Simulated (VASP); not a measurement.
# Bi (R-3m) in VASP: settings compared

Bi is run at these levels: PBE, LDA, PBEsol; tasks: single point.

All numbers are computed with VASP 6.6.1; they aren't measurements. Logs are shortened: lines on timing, memory, paths and dates and some standing lists are left out, and cuts for length are marked.

## 1. The cell of the first run

Symmetry: R-3m, No. 166, trigonal system. Conventional cell: a = 4.535 Å, b = 4.535 Å, c = 12.050 Å, α = 90.00°, β = 90.00°, γ = 120.00°. Bi (site symmetry 3m) has 6 Bi at 3.08 to 3.55 Å within 4.1 Å.

## 2. Single point, PBE

The input, INCAR:

```
PREC = Accurate
ENCUT = 520
EDIFF = 1E-6
ISMEAR = -1
SIGMA = 0.05
LREAL = False
LASPH = True
NELM = 60
ALGO = Normal
ISIF = 2
LWAVE = False
LCHARG = False
GGA = PE
NBANDS = 22
```

The input, KPOINTS:

```
Automatic mesh
0
Gamma
  6 6 6
```

The input, POSCAR:

```
Bi
1.0
    2.2675000000      1.3091417354      4.0167600000
   -2.2675000000      1.3091417354      4.0167600000
    0.0000000000     -2.6182834708      4.0167600000
Bi
2
Direct
    0.7660000000      0.7660000000      0.7660000000
    0.2340000000      0.2340000000      0.2340000000
```

Potentials or basis: VASP PAW PBE potentials, release 64 (Bi_d).

Launch:

```bash
> cat potpaw_PBE.64/Bi_d/POTCAR > POTCAR
> mpirun -np 1 vasp_std > vasp.out
```

OUTCAR:

```text
PREC = Accurate
   ENCUT = 520
   EDIFF = 1E-6
   ISMEAR = -1
   LREAL = False
   LASPH = True
   NELM = 60
   ISIF = 2
   GGA = PE

 ion  position               nearest neighbor table
   1  0.766  0.766  0.766-   2 3.08   2 3.08   2 3.08   2 3.55   2 3.55   2 3.55
   2  0.234  0.234  0.234-   1 3.08   1 3.08   1 3.08   1 3.55   1 3.55   1 3.55

  LATTYP: Found a trigonal (rhomboedric) cell.
 ALAT       =     4.7947647733
 COS(alpha) =     0.5527091900

  Lattice vectors:

 A1 = (   2.2675000000,   1.3091417354,   4.0167600000)
 A2 = (  -2.2675000000,   1.3091417354,   4.0167600000)
 A3 = (   0.0000000000,  -2.6182834708,   4.0167600000)

Analysis of symmetry for initial positions (statically):
=====================================================================
 Subroutine PRICEL returns:
 Original cell was already a primitive cell.

 Routine SETGRP: Setting up the symmetry group for a
 trigonal (rhombohedral) supercell.

 Subroutine GETGRP returns: Found 12 space group operations
 (whereof 12 operations were pure point group operations)
 out of a pool of 12 trial point group operations.

The static configuration has the point symmetry D_3d.

Analysis of symmetry for dynamics (positions and initial velocities):
=====================================================================
 Subroutine PRICEL returns:
 Original cell was already a primitive cell.

 Routine SETGRP: Setting up the symmetry group for a
 trigonal (rhombohedral) supercell.

 Subroutine GETGRP returns: Found 12 space group operations
 (whereof 12 operations were pure point group operations)
 out of a pool of 12 trial point group operations.

The dynamic configuration has the point symmetry D_3d.

 Subroutine INISYM returns: Found 12 space group operations
 (whereof 12 operations are pure point group operations),
 and found     1 'primitive' translations

----------------------------------------------------------------------------------------

                                     Primitive cell

  volume of cell :      71.5420

  direct lattice vectors                    reciprocal lattice vectors
     2.267500000  1.309141735  4.016760000     0.220507166  0.127309872  0.082985624
    -2.267500000  1.309141735  4.016760000    -0.220507166  0.127309872  0.082985624
     0.000000000 -2.618283471  4.016760000     0.000000000 -0.254619744  0.082985624

  length of vectors
     4.794764773  4.794764773  4.794764773     0.267801844  0.267801844  0.267801844

  position of ions in fractional coordinates (direct lattice)
     0.766000000  0.766000000  0.766000000
     0.234000000  0.234000000  0.234000000

  ion indices of the primitive-cell ions
   primitive index   ion index
                 1           1
                 2           2

----------------------------------------------------------------------------------------

 KPOINTS: Automatic mesh

Automatic generation of k-mesh.
 Grid dimensions read from file:
 generate k-points for:    6    6    6

 Generating k-lattice:

  Cartesian coordinates                     Fractional coordinates (reciprocal lattice)
     0.036751194  0.021218312  0.013830937     0.166666667  0.000000000 -0.000000000
    -0.036751194  0.021218312  0.013830937     0.000000000  0.166666667 -0.000000000
     0.000000000 -0.042436624  0.013830937    -0.000000000 -0.000000000  0.166666667

  Length of vectors
     0.044633641  0.044633641  0.044633641

  Shift w.r.t. Gamma in fractional coordinates (k-lattice)
     0.000000000  0.000000000  0.000000000

 Subroutine IBZKPT returns following result:
 ===========================================

 Found     32 irreducible k-points:

 Following reciprocal coordinates:
            Coordinates               Weight
  0.000000  0.000000  0.000000      1.000000
  0.166667  0.000000  0.000000      6.000000
  0.333333  0.000000  0.000000      6.000000
  0.500000  0.000000  0.000000      3.000000
  0.166667  0.166667  0.000000      6.000000
  0.333333  0.166667  0.000000     12.000000
[... 16 lines left out ...]
  0.500000  0.500000  0.166667      6.000000
 -0.333333  0.500000  0.166667     12.000000
 [... further k-points ...]
   k-points           NKPTS =     32   k-points in BZ     NKDIM =     32   number of bands    NBANDS=     22
   number of dos      NEDOS =    301   number of ions     NIONS =      2
   total plane-waves  NPLWV =  46656
   dimension x,y,z NGX =    36 NGY =   36 NGZ =   36
   dimension x,y,z NGXF=    72 NGYF=   72 NGZF=   72
   ions per type =               2
   NGX,Y,Z   is equivalent  to a cutoff of  12.48, 12.48, 12.48 a.u.
   NGXF,Y,Z  is equivalent  to a cutoff of  24.96, 24.96, 24.96 a.u.
 SYSTEM =  unknown system
   PREC   = accura    normal or accurate (medium, high low for compatibility)
   ISTART =      0    job   : 0-new  1-cont  2-samecut
   ICHARG =      2    charge: 1-file 2-atom 10-const
   ISPIN  =      1    spin polarized calculation?
   LNONCOLLINEAR =      F non collinear calculations
   LSORBIT =      F    spin-orbit coupling
   LASPH  =      T    aspherical Exc in radial PAW
   ENCUT  =  520.0 eV  38.22 Ry    6.18 a.u.   8.92  8.92  8.92*2*pi/ulx,y,z
   NELM   =     60;   NELMIN=  2; NELMDL= -5     # of ELM steps
   EDIFF  = 0.1E-05   stopping-criterion for ELM
   LREAL  =      F    real-space projection
   EDIFFG = 0.1E-04   stopping-criterion for IOM
   NSW    =      0    number of steps for IOM
   IBRION =     -1    ionic relax: 0-MD 1-quasi-New 2-CG
   NFREE  =      0    steps in history (QN), initial steepest desc. (CG)
   ISIF   =      2    stress and relaxation
   ISYM   =      2    0-nonsym 1-usesym 2-fastsym
   POTIM  = 0.5000    time-step for ionic-motion
   TEBEG  =    0.0;   TEEND  =   0.0 temperature during run
   PSTRESS=    0.0 pullay stress
   NELECT =      30.0000    total number of electrons
   NUPDOWN=      -1.0000    fix difference up-down
   EMIN   =  10.00;   EMAX   =-10.00  energy-range for DOS
   EFERMI =   0.00;   METHOD = LEGACY
   ISMEAR =    -1;   SIGMA  =   0.05  broadening in eV -4-tet -1-fermi 0-gaus
   EFERMI_NEDOS =   21; number of points for ismear=-14 and -15
   IALGO  =     38    algorithm
   IMIX   =      4    mixing-type and parameters
     AMIX     =   0.40;   BMIX     =  1.00
     AMIX_MAG =   1.60;   BMIX_MAG =  1.00
  volume/ion in A,a.u.               =      35.77       241.39
  Fermi-wavevector in a.u.,A,eV,Ry     =   1.225354  2.315583 20.429043  1.501492
  Thomas-Fermi vector in A             =   2.360395
   LORBIT       =      0    0 simple, 1 ext, 2 COOP (PROOUT), +10 PAW based schemes
   GGA     = PE    functional components
   LHFCALC =     F    Hartree Fock is set to
   AEXX    =    0.0000 exact exchange contribution
   IVDW    =     0    specifies the selected vdW correction
   LEPSILON=     F    determine dielectric tensor
   LRPA    =     F    only Hartree local field effects (RPA)
 non-spin polarized calculation
  energy-cutoff  :      520.00
  volume of cell :       71.54
 maximum number of plane-waves:      1946
   NGX = 17   NGY = 17   NGZ = 17

 number of electron      30.0000001 magnetization

 Free energy of the ion-electron system (eV)
  ---------------------------------------------------
  ext. energy  EPLUGINS =         0.00000000
  ---------------------------------------------------
  free energy    TOTEN  =        -7.79066047 eV

  energy without entropy =       -7.78728107  energy(sigma->0) =       -7.78897077

 E-fermi :   6.0933     XC(G=0):  -9.4534

 val. band max:        6.0532748030   @ k =  -0.3333   0.5000   0.3333
 cond. band min:       6.6305585686   @ k =   0.5000   0.0000   0.0000
 fundamental gap:      0.5772837656
 Fermi energy:         6.0932579099

 k-point     1 :       0.0000    0.0000    0.0000
  band No.  band energies     occupation
      1     -16.7515      2.00000
      2     -16.7515      2.00000
      3     -16.6062      2.00000
      4     -16.6062      2.00000
      5     -16.5943      2.00000
      6     -16.4312      2.00000
[... 14 lines left out ...]
     21      12.0179      0.00000
     22      12.1824      0.00000

 k-point     2 :       0.1667    0.0000    0.0000
  band No.  band energies     occupation
      1     -16.7332      2.00000
      2     -16.7270      2.00000
      3     -16.5989      2.00000
      4     -16.5918      2.00000
      5     -16.5812      2.00000
      6     -16.4433      2.00000
[... 14 lines left out ...]
     21      12.3675      0.00000
     22      14.0114      0.00000

 k-point     3 :       0.3333    0.0000    0.0000
  band No.  band energies     occupation
      1     -16.6892      2.00000
      2     -16.6606      2.00000
      3     -16.5845      2.00000
      4     -16.5545      2.00000
      5     -16.5437      2.00000
      6     -16.4835      2.00000
[... 14 lines left out ...]
     21      13.7654      0.00000
     22      16.2780      0.00000

 k-point     4 :       0.5000    0.0000    0.0000
  band No.  band energies     occupation
      1     -16.6608      2.00000
      2     -16.5918      2.00000
      3     -16.5747      2.00000
      4     -16.5500      2.00000
      5     -16.5154      2.00000
      6     -16.5029      2.00000
[... 14 lines left out ...]
     21      15.3146      0.00000
     22      15.4960      0.00000

 k-point     5 :       0.1667    0.1667    0.0000
  band No.  band energies     occupation
      1     -16.7483      2.00000
      2     -16.7038      2.00000
      3     -16.6067      2.00000
      4     -16.5850      2.00000
      5     -16.5754      2.00000
      6     -16.4479      2.00000
[... 417 lines left out ...]
 k-point    22 :      -0.1667    0.3333    0.1667
  band No.  band energies     occupation
      1     -16.7147      2.00000
      2     -16.5968      2.00000
      3     -16.5829      2.00000
      4     -16.5485      2.00000
      5     -16.5247      2.00000
      6     -16.5010      2.00000
[... 14 lines left out ...]
     21      14.6952      0.00000
     22      15.3565      0.00000

 k-point    23 :       0.5000    0.5000    0.1667
  band No.  band energies     occupation
      1     -16.7236      2.00000
      2     -16.6285      2.00000
      3     -16.6056      2.00000
      4     -16.5388      2.00000
      5     -16.5321      2.00000
      6     -16.4807      2.00000
[... 14 lines left out ...]
     21      15.4687      0.00000
     22      16.1766      0.00000

 k-point    24 :      -0.3333    0.5000    0.1667
  band No.  band energies     occupation
      1     -16.7127      2.00000
      2     -16.6212      2.00000
      3     -16.5922      2.00000
      4     -16.5455      2.00000
      5     -16.5097      2.00000
      6     -16.5000      2.00000
[... 14 lines left out ...]
     21      15.9469      0.00000
     22      16.4666      0.00000

 [... further k-points ...]

------------------------ aborting loop because EDIFF is reached ----------------------------------------

  FORCE on cell =-STRESS in cart. coord.  units (eV):
  Direction    XX          YY          ZZ          XY          YZ          ZX
  --------------------------------------------------------------------------------------
  -------------------------------------------------------------------------------------
  Total        0.5754946      0.5754946      0.4335804      0.0000000      0.0000000      0.0000000
  in kB       12.8881548     12.8881548      9.7099966      0.0000000      0.0000000      0.0000000
  external PRESSURE =      11.8287687 kB  Pullay stress =       0.0000000 kB

 VOLUME and BASIS-vectors are now :
 -----------------------------------------------------------------------------
  energy-cutoff  :      520.00
  volume of cell :       71.54
      direct lattice vectors                 reciprocal lattice vectors
     2.267500000  1.309141735  4.016760000     0.220507166  0.127309872  0.082985624
    -2.267500000  1.309141735  4.016760000    -0.220507166  0.127309872  0.082985624
     0.000000000 -2.618283471  4.016760000     0.000000000 -0.254619744  0.082985624

 POSITION                                       TOTAL-FORCE (eV/Angst)
 -----------------------------------------------------------------------------------
      0.00000      0.00000      9.23051         0.000000      0.000000     -0.016278
      0.00000      0.00000      2.81977         0.000000      0.000000      0.016278
 -----------------------------------------------------------------------------------
    total drift:                               -0.000000      0.000000     -0.000000

  FREE ENERGIE OF THE ION-ELECTRON SYSTEM (eV)
  ---------------------------------------------------
  free  energy   TOTEN  =        -7.7906604742 eV

  energy  without entropy=       -7.7872810715  energy(sigma->0) =       -7.78897077
```

It took 60 s on 1 thread of Intel Xeon 8259CL, shared host; peak memory 0.21 GiB.

Results:

| Property | Result |
| --- | --- |
| Free energy | -7.7907 eV |
| Pressure | 1.2 GPa |
| Largest force | 0.016 eV/Å |
| Band gap on the k mesh | zero (band 15 reaches 6.05 eV, above the bottom of band 16 at 5.94 eV) |

Forces in eV/Å, atoms in the order of the input:
```
Bi   0.000  0.000 -0.016
Bi   0.000  0.000  0.016
```

Stress tensor (GPa, compression positive):
```
1.29 0.00 0.00
0.00 1.29 0.00
0.00 0.00 0.97
```

Caveat: spin-orbit coupling is left out, which moves the levels of the heavy elements.

## 3. Single point, PBE

This run uses another cell than the first one, of 36.47 Å³/atom, 1.020 times its volume.

The input, INCAR:

```
  ALGO = Fast
  EDIFF = 1E-6
  ENCUT = 520
  GGA = PE
  ISIF = 2
  ISMEAR = -1
  LASPH = T
  LCHARG = F
  LREAL = F
  LWAVE = F
  NBANDS = 22
  NELM = 60
  PREC = Accurate
  SIGMA = 0.05
```

The input, KPOINTS:

```
k-points
0
Gamma
  6 6 6
```

The input, POSCAR:

```
Bi
1.0
    2.2675000000      1.3091417354      4.0955200000
   -2.2675000000      1.3091417354      4.0955200000
    0.0000000000     -2.6182834708      4.0955200000
Bi
2
Direct
    0.7660000000      0.7660000000      0.7660000000
    0.2340000000      0.2340000000      0.2340000000
```

Potentials or basis: VASP PAW PBE potentials, release 64 (Bi_d).

Launch:

```bash
> cat potpaw_PBE.64/Bi_d/POTCAR > POTCAR
> mpirun -np 1 vasp_std > vasp.out
```

Wall time 91 s (1 thread of Intel Xeon 8259CL, shared host); peak memory 0.22 GiB.

The run converged. Its results:

```
Free energy            : -7.7948 eV
Pressure               : 0.4 GPa
Largest force          : 0.098 eV/Å
Band gap on the k mesh : zero (band 15 reaches 5.85 eV, above the bottom of band 16 at 5.76 eV)
```

Forces in eV/Å, atoms in the order of the input:
```
Bi   0.000  0.000  0.098
Bi   0.000  0.000 -0.098
```

Stress tensor (GPa, compression positive):
```
 0.60  0.00  0.00
 0.00  0.60  0.00
 0.00  0.00 -0.13
```

Levels at points of the mesh, in eV from the Fermi level:
```csv
k point,band 11,band 12,band 13,band 14,band 15,band 16,band 17,band 18,band 19,band 20
"(0.00, 0.00, 0.00)",-12.82,-7.57,-1.59,-0.97,-0.97,2.51,2.92,2.92,5.61,5.99
"(0.50, 0.00, 0.00)",-10.98,-10.34,-1.44,-1.06,-0.28,-0.13,0.48,1.14,7.22,8.06
"(0.50, 0.50, 0.00)",-11.10,-9.40,-4.43,-2.92,-2.60,2.49,4.73,5.34,6.39,9.06
"(0.50, 0.50, 0.50)",-11.74,-9.80,-0.70,-0.40,-0.40,0.87,0.91,0.91,6.83,8.92
```

Caveat: spin-orbit coupling is left out, which moves the levels of the heavy elements.

[end of part 1 of 2]
